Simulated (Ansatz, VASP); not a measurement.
# One calculation of AgB2, two programs

The input INCAR:

```
SYSTEM = AgB2
ALGO = Normal
EDIFF = 1E-8
ENCUT = 520
GGA = PS
ISIF = 2
ISMEAR = -1
LASPH = .TRUE.
LCHARG = .FALSE.
LEFG = .TRUE.
LREAL = .FALSE.
LWAVE = .FALSE.
NBANDS = 16
NELM = 80
PREC = Accurate
SIGMA = 0.05
```

The input KPOINTS:

```
k-points
0
G
  16 16 13
  0 0 0
```

POSCAR

```
AgB2
1.0
    2.9798667946      0.0000000000      0.0000000000
   -1.4899333974      2.5806403441      0.0000000000
    0.0000000000      0.0000000000      3.2182543784
Ag B
1 2
Direct
    0.0000000000      0.0000000000      0.0000000000
    0.3333333333      0.6666666667      0.5000000000
    0.6666666667      0.3333333333      0.5000000000
```

Input for Ansatz:

```yaml
crystal:
  lattice:
    - [2.9798667946, 0.0, 0.0]
    - [-1.4899333974, 2.5806403441, 0.0]
    - [0.0, 0.0, 3.2182543784]
  atoms:
    - { symbol: Ag, position: [0.0, 0.0, 0.0] }
    - { symbol: B, position: [0.3333333333, 0.6666666667, 0.5] }
    - { symbol: B, position: [0.6666666667, 0.3333333333, 0.5] }
kpoints:
  mp_grid: { grid: [16, 16, 13] }
scf:
  occupations: { method: fermi_dirac, width: 0.05 }
hamiltonian:
  xc: pbesol
  pseudopotentials: { kind: all_electron, datasets: crystal }
output:
  forces: true
  stress: true
  eigenvalues: true
  efg: { contact_densities: true }
```

Change from the starting cell: volume scaled by 0.98, crystal datasets.

Alike in both runs: task electric field gradients; functional PBEsol; k mesh 16 × 16 × 13; occupations fermi-dirac, width 0.05 eV; no spin polarisation.

```csv
,VASP,Ansatz
version,VASP 6.6.1,Ansatz 0.2.0
potentials or method,"VASP PAW PBE potentials, release 64 (Ag, B), cutoff 520 eV","all-electron PAW with datasets made for the crystal, scalar-relativistic"
```

```tsv
	VASP	Ansatz	Ansatz less VASP
pressure (GPa)	54.6	54.5	-0.12
traceless stress, the component that is largest in VASP (GPa)	20.82	20.99	+0.171
size of Vzz on the site where it differs most (V/Å²)	30.2	27.0	-3.21
```

VASP's potentials were made for PBE, not for PBEsol. Both programs put the cell under a high pressure, so it lies far from rest at this level. Ansatz ran all-electron here, and VASP with PAW potentials.
